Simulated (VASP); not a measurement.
# BaHF (P4/nmm) in VASP: single point with PBEsol

Aim: the single point of BaHF with PBEsol.

Program: VASP 6.6.1. These are calculated values, not measurements. Logs are shortened: lines on timing, memory, paths and dates and some standing lists are left out, and cuts for length are marked.

### Step 1. The cell of the first run

The structure is tetragonal, space group P4/nmm (No. 129). Conventional cell: a = 4.120 Å, b = 4.120 Å, c = 6.713 Å, α = 90.00°, β = 90.00°, γ = 90.00°. Ba (site symmetry 4mm) has 4 H at 2.42 Å and 6 F at 3.04 to 3.42 Å within 3.5 Å. Within 3.2 Å of H (site symmetry -4m2) lie 4 Ba at 2.42 Å and 4 H at 2.91 Å and 4 F at 2.98 Å. F (site symmetry 4mm) has 4 H at 2.98 Å and 6 Ba at 3.04 to 3.42 Å and 4 F at 3.79 Å within 3.9 Å.

### Step 2. Single point, PBEsol

INCAR

```
PREC = Accurate ; ENCUT = 520
EDIFF = 1E-6 ; ISMEAR = -1
SIGMA = 0.1 ; LREAL = F
LASPH = T ; NELM = 60
ALGO = Normal ; ISIF = 2
LWAVE = F ; LCHARG = F
GGA = PS ; NBANDS = 27
```

KPOINTS

```
regular mesh
0
Gamma
  6 6 4
```

POSCAR

```
BaHF
1.0
    4.1200860000      0.0000000000      0.0000000000
    0.0000000000      4.1200860000      0.0000000000
    0.0000000000      0.0000000000      6.7134880000
Ba H F
2 2 2
Direct
    0.0000000000      0.5000000000      0.1900000000
    0.5000000000      0.0000000000      0.8100000000
    0.0000000000      0.0000000000      0.0000000000
    0.5000000000      0.5000000000      0.0000000000
    0.0000000000      0.5000000000      0.6800000000
    0.5000000000      0.0000000000      0.3200000000
```

Potentials or basis: VASP PAW PBE potentials, release 64 (Ba_sv, H, F).

Started as:

```
$ cat potpaw_PBE.64/Ba_sv/POTCAR potpaw_PBE.64/H/POTCAR potpaw_PBE.64/F/POTCAR > POTCAR
$ mpirun -np 1 vasp_std > vasp.out
```

OUTCAR:

```text
PREC = Accurate
   ENCUT = 520
   EDIFF = 1E-6
   ISMEAR = -1
   LREAL = F
   LASPH = T
   NELM = 60
   ISIF = 2
   GGA = PS

 ion  position               nearest neighbor table
   1  0.000  0.500  0.190-   3 2.42   4 2.42   3 2.42   4 2.42   6 3.04   6 3.04   6 3.04   6 3.04
                             5 3.29   2 3.87   2 3.87   2 3.87   2 3.87
   2  0.500  0.000  0.810-   3 2.42   4 2.42   4 2.42   3 2.42   5 3.04   5 3.04   5 3.04   5 3.04
                             6 3.29   1 3.87   1 3.87   1 3.87   1 3.87
   3  0.000  0.000  0.000-   1 2.42   2 2.42   1 2.42   2 2.42
   4  0.500  0.500  0.000-   1 2.42   2 2.42   2 2.42   1 2.42
   5  0.000  0.500  0.680-   2 3.04   2 3.04   2 3.04   2 3.04   1 3.29
   6  0.500  0.000  0.320-   1 3.04   1 3.04   1 3.04   1 3.04   2 3.29

  LATTYP: Found a simple tetragonal cell.
 ALAT       =     4.1200860000
 C/A-ratio  =     1.6294533658

  Lattice vectors:

 A1 = (   4.1200860000,   0.0000000000,   0.0000000000)
 A2 = (   0.0000000000,   4.1200860000,   0.0000000000)
 A3 = (   0.0000000000,   0.0000000000,   6.7134880000)

Analysis of symmetry for initial positions (statically):
=====================================================================
 Subroutine PRICEL returns:
 Original cell was already a primitive cell.

 Routine SETGRP: Setting up the symmetry group for a
 simple tetragonal supercell.

 Subroutine GETGRP returns: Found 16 space group operations
 (whereof  8 operations were pure point group operations)
 out of a pool of 16 trial point group operations.

The static configuration has the point symmetry D_2d.
 The point group associated with its full space group is D_4h.

Analysis of symmetry for dynamics (positions and initial velocities):
=====================================================================
 Subroutine PRICEL returns:
 Original cell was already a primitive cell.

 Routine SETGRP: Setting up the symmetry group for a
 simple tetragonal supercell.

 Subroutine GETGRP returns: Found 16 space group operations
 (whereof  8 operations were pure point group operations)
 out of a pool of 16 trial point group operations.

The dynamic configuration has the point symmetry D_2d.
 The point group associated with its full space group is D_4h.

 Subroutine INISYM returns: Found 16 space group operations
 (whereof  8 operations are pure point group operations),
 and found     1 'primitive' translations

[... 97 lines left out ...]
   LNONCOLLINEAR =      F non collinear calculations
   LSORBIT =      F    spin-orbit coupling
   LASPH  =      T    aspherical Exc in radial PAW
   ENCUT  =  520.0 eV  38.22 Ry    6.18 a.u.   7.66  7.66 12.48*2*pi/ulx,y,z
   NELM   =     60;   NELMIN=  2; NELMDL= -5     # of ELM steps
   EDIFF  = 0.1E-05   stopping-criterion for ELM
   LREAL  =      F    real-space projection
   EDIFFG = 0.1E-04   stopping-criterion for IOM
   NSW    =      0    number of steps for IOM
   IBRION =     -1    ionic relax: 0-MD 1-quasi-New 2-CG
   NFREE  =      0    steps in history (QN), initial steepest desc. (CG)
   ISIF   =      2    stress and relaxation
   ISYM   =      2    0-nonsym 1-usesym 2-fastsym
   POTIM  = 0.5000    time-step for ionic-motion
   TEBEG  =    0.0;   TEEND  =   0.0 temperature during run
   PSTRESS=    0.0 pullay stress
   NELECT =      36.0000    total number of electrons
   NUPDOWN=      -1.0000    fix difference up-down
   EMIN   =  10.00;   EMAX   =-10.00  energy-range for DOS
   EFERMI =   0.00;   METHOD = LEGACY
   ISMEAR =    -1;   SIGMA  =   0.10  broadening in eV -4-tet -1-fermi 0-gaus
   EFERMI_NEDOS =   21; number of points for ismear=-14 and -15
   IALGO  =     38    algorithm
   IMIX   =      4    mixing-type and parameters
     AMIX     =   0.40;   BMIX     =  1.00
     AMIX_MAG =   1.60;   BMIX_MAG =  1.00
  volume/ion in A,a.u.               =      18.99       128.18
  Fermi-wavevector in a.u.,A,eV,Ry     =   1.114950  2.106950 16.913587  1.243114
  Thomas-Fermi vector in A             =   2.251550
   LORBIT       =      0    0 simple, 1 ext, 2 COOP (PROOUT), +10 PAW based schemes
   GGA     = PS    functional components
   LHFCALC =     F    Hartree Fock is set to
   AEXX    =    0.0000 exact exchange contribution
   IVDW    =     0    specifies the selected vdW correction
   LEPSILON=     F    determine dielectric tensor
   LRPA    =     F    only Hartree local field effects (RPA)
 non-spin polarized calculation
  energy-cutoff  :      520.00
  volume of cell :      113.96
 maximum number of plane-waves:      3097
 NGX is ok and might be reduce to    32
   NGX = 15   NGY = 15   NGZ = 25

 number of electron      36.0000004 magnetization

 Free energy of the ion-electron system (eV)
  ---------------------------------------------------
  ext. energy  EPLUGINS =         0.00000000
  ---------------------------------------------------
  free energy    TOTEN  =       -26.50747570 eV

  energy without entropy =      -26.50747570  energy(sigma->0) =      -26.50747570

 E-fermi :   1.6451     XC(G=0):  -8.6983

 val. band max:       -0.4890054261   @ k =   0.3333   0.0000   0.5000
 cond. band min:       3.5503565993   @ k =   0.0000   0.0000   0.0000
 fundamental gap:      4.0393620254
 Fermi energy:         1.6450686891

 k-point     1 :       0.0000    0.0000    0.0000
  band No.  band energies     occupation
      1     -25.8804      2.00000
      2     -25.6918      2.00000
      3     -20.6791      2.00000
      4     -20.6647      2.00000
      5     -11.6068      2.00000
      6     -10.9590      2.00000
[... 709 lines left out ...]
     26       7.6109      0.00000
     27       8.3110      0.00000

 [... further k-points ...]
[... 5 lines left out ...]
  --------------------------------------------------------------------------------------
  -------------------------------------------------------------------------------------
  Total       -0.2303324     -0.2303324     -0.2795466      0.0000000     -0.0000000      0.0000000
  in kB       -3.2382081     -3.2382081     -3.9301042      0.0000000     -0.0000000      0.0000000
  external PRESSURE =      -3.4688401 kB  Pullay stress =       0.0000000 kB

 VOLUME and BASIS-vectors are now :
 -----------------------------------------------------------------------------
  energy-cutoff  :      520.00
  volume of cell :      113.96
      direct lattice vectors                 reciprocal lattice vectors
     4.120086000  0.000000000  0.000000000     0.242713380  0.000000000  0.000000000
     0.000000000  4.120086000  0.000000000     0.000000000  0.242713380  0.000000000
     0.000000000  0.000000000  6.713488000     0.000000000  0.000000000  0.148953867

 POSITION                                       TOTAL-FORCE (eV/Angst)
 -----------------------------------------------------------------------------------
      0.00000      2.06004      1.27556         0.000000      0.000000      2.234270
      2.06004      0.00000      5.43793        -0.000000      0.000000     -2.234270
      0.00000      0.00000      0.00000        -0.000000      0.000000      0.000000
      2.06004      2.06004      0.00000         0.000000      0.000000      0.000000
      0.00000      2.06004      4.56517        -0.000000      0.000000      0.262756
      2.06004      0.00000      2.14832        -0.000000      0.000000     -0.262756
 -----------------------------------------------------------------------------------
    total drift:                                0.000000      0.000000     -0.000000

  FREE ENERGIE OF THE ION-ELECTRON SYSTEM (eV)
  ---------------------------------------------------
  free  energy   TOTEN  =       -26.5074757012 eV

  energy  without entropy=      -26.5074756997  energy(sigma->0) =      -26.50747570
```

OSZICAR:

```text
N       E                     dE             d eps       ncg     rms          rms(c)
DAV:   1     0.229458106676E+03    0.22946E+03   -0.16919E+04  1620   0.118E+03
DAV:   2    -0.146949908516E+02   -0.24415E+03   -0.23614E+03  2186   0.254E+02
DAV:   3    -0.288018223102E+02   -0.14107E+02   -0.14035E+02  2119   0.659E+01
DAV:   4    -0.291351790329E+02   -0.33336E+00   -0.33320E+00  2442   0.811E+00
DAV:   5    -0.291375784995E+02   -0.23995E-02   -0.23993E-02  2088   0.652E-01    0.992E+00
DAV:   6    -0.268517344898E+02    0.22858E+01   -0.67278E+00  1757   0.133E+01    0.554E+00
DAV:   7    -0.265380173380E+02    0.31372E+00   -0.89150E-01  2035   0.536E+00    0.223E+00
DAV:   8    -0.264877096019E+02    0.50308E-01   -0.35169E-01  1751   0.257E+00    0.725E-01
DAV:   9    -0.265016180073E+02   -0.13908E-01   -0.21259E-02  2074   0.759E-01    0.279E-01
DAV:  10    -0.265067637137E+02   -0.51457E-02   -0.63589E-03  1806   0.434E-01    0.791E-02
DAV:  11    -0.265073886621E+02   -0.62495E-03   -0.14094E-03  1921   0.206E-01    0.426E-02
DAV:  12    -0.265074568821E+02   -0.68220E-04   -0.13010E-04  1950   0.597E-02    0.130E-02
DAV:  13    -0.265074742726E+02   -0.17390E-04   -0.27665E-05  1874   0.279E-02    0.359E-03
DAV:  14    -0.265074754644E+02   -0.11918E-05   -0.22075E-06  2021   0.718E-03    0.170E-03
DAV:  15    -0.265074757012E+02   -0.23682E-06   -0.27362E-07  1385   0.287E-03
   1 F= -.26507476E+02 E0= -.26507476E+02  d E =-.150884E-08
```

Wall time 56 s (1 thread of Intel Xeon Platinum 8259CL at 2.50GHz (Skylake/Cascade Lake), shared host); peak memory 0.27 GiB.

What came out:

| Property | Result |
| --- | --- |
| Free energy | -26.5075 eV |
| Pressure | -0.3 GPa |
| Largest force | 2.234 eV/Å |
| Band gap on the k mesh | 4.04 eV (least direct gap 4.32 eV) |

Forces in eV/Å, atoms in the order of the input:
```
Ba   0.000  0.000  2.234
Ba   0.000  0.000 -2.234
H    0.000  0.000  0.000
H    0.000  0.000  0.000
F    0.000  0.000  0.263
F    0.000  0.000 -0.263
```

Levels at points of the mesh, in eV from the valence-band top:
```csv
k point,band 16,band 17,band 18,band 19,band 20,band 21
"(0.00, 0.00, 0.00)",-1.80,-1.13,-0.76,4.04,4.77,5.38
"(0.50, 0.00, 0.00)",-1.89,-0.29,-0.29,5.41,5.41,5.69
"(0.50, 0.50, 0.00)",-1.82,-0.14,-0.14,4.19,4.19,7.12
"(0.00, 0.00, 0.50)",-1.77,-1.11,-0.21,4.11,4.48,5.60
"(0.50, 0.00, 0.50)",-1.97,-0.20,-0.20,5.51,5.51,5.74
"(0.50, 0.50, 0.50)",-1.82,-0.13,-0.13,4.79,4.79,6.67
```

Caveat: the PAW data sets were made with another functional, which shifts forces and pressure a little; spin-orbit coupling is left out, which moves the levels of the heavy elements. A k mesh can miss the band edges.
